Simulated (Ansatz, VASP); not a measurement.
Rh in VASP and in Ansatz

The input POSCAR:

```
Rh
1.0
    0.0000000000      1.9966275000      1.8064725000
    1.9966275000      0.0000000000      1.8064725000
    1.9966275000      1.9966275000      0.0000000000
Rh
1
Direct
    0.0000000000      0.0000000000      0.0000000000
```

The input INCAR.step1:

```
ALGO     = Normal         # electronic algorithm
EDIFF    = 1E-4           # SCF threshold, eV
ENCUT    = 520            # plane-wave cutoff, eV
GGA      = PE             # functional
ISMEAR   = 0              # smearing method
LASPH    = True           # aspherical terms in the spheres
LCHARG   = False          # write CHGCAR
LREAL    = False          # projectors in reciprocal space
LWAVE    = True           # write WAVECAR
NBANDS   = 14             # bands
NELM     = 60             # most SCF steps
PREC     = Accurate       # precision mode
SIGMA    = 0.15           # smearing width, eV
```

File INCAR.step2:

```
ALGO     = Normal         # electronic algorithm
EDIFF    = 1E-7           # SCF threshold, eV
ENCUT    = 520            # plane-wave cutoff, eV
ISIF     = 2              # what is computed and relaxed
ISMEAR   = 0              # smearing method
ISTART   = 1            
LASPH    = True           # aspherical terms in the spheres
LCHARG   = False          # write CHGCAR
LMIXTAU  = True         
LREAL    = False          # projectors in reciprocal space
LWAVE    = False          # write WAVECAR
METAGGA  = R2SCAN         # meta-GGA
NBANDS   = 14             # bands
NELM     = 60             # most SCF steps
PREC     = Accurate       # precision mode
SIGMA    = 0.15           # smearing width, eV
```

KPOINTS

```
k-points
0
Gamma
  22 22 22
```

Input for Ansatz:

```yaml
crystal:
  lattice:
    - [0.0, 1.9966275, 1.8064725]
    - [1.9966275, 0.0, 1.8064725]
    - [1.9966275, 1.9966275, 0.0]
  atoms:
    - { symbol: Rh, position: [0.0, 0.0, 0.0] }
basis:
  ecutwfc: 500
kpoints:
  mp_grid: { grid: [22, 22, 22] }
hamiltonian:
  xc: r2scan
scf:
  occupations: { method: gaussian, width: 0.15 }
output:
  forces: true
  stress: true
  eigenvalues: true
```

Change from the starting cell: strain +0.050 along x and y, -0.050 along z, atoms carried along.

Alike in both runs: task single point; functional r2SCAN; k mesh 22 × 22 × 22; occupations gaussian, width 0.15 eV; no spin polarisation.

```csv
,VASP,Ansatz
version,VASP 6.6.1,Ansatz 0.2.0
potentials or method,"VASP PAW PBE potentials, release 64 (Rh_pv), cutoff 520 eV","scalar-relativistic, plane waves, PAW"
valence electrons in the cell,15,17
```

|  | VASP | Ansatz | Ansatz less VASP |
| --- | --- | --- | --- |
| gap on the k mesh at the Fermi level (eV) | none | none | - |
| pressure (GPa) | -9.8 | -10.8 | -0.96 |
| traceless stress, the component that is largest in VASP (GPa) | 12.41 | 12.35 | -0.063 |

VASP's potentials were made for PBE, not for r2SCAN. A gap of «none» marks a metal or a gap that the smearing closes. The functional is the same, so the differences come from potentials, cutoffs and numerics. VASP's potentials hold 15 valence electrons a cell and Ansatz's 17, so a difference there can come from the potentials and not from the codes.
